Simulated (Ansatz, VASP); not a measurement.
# AlN: VASP beside Ansatz

```
Al N
1.0
     0.00000    2.17101    2.17101
     2.17101    0.00000    2.17101
     2.17101    2.17101    0.00000
Al N
1 1
Direct
  0.00000 0.00000 0.00000
  0.25000 0.25000 0.25000
```

Alike in both runs: task single point; functional LDA; k mesh 6 × 6 × 6; occupations gaussian, width 0.05 eV; no spin polarisation.

|  | VASP | Ansatz |
| --- | --- | --- |
| version | VASP 6.6.1 | Ansatz 0.2.0 |
| potentials or method | VASP PAW LDA potentials, release 64 (Al, N), cutoff 600 eV | scalar-relativistic, plane waves, PAW |
| valence electrons in the cell | 8 | 8 |

```tsv
	VASP	Ansatz	Ansatz less VASP
gap on the k mesh at the Fermi level (eV)	3.23	3.25	+0.022
least direct gap on the mesh (eV)	4.39	4.39	-0.006
pressure (GPa)	0.6	0.0	-0.53
```

LDA's correlation is that of Perdew and Zunger in VASP and of Perdew and Wang (1992) in Ansatz.
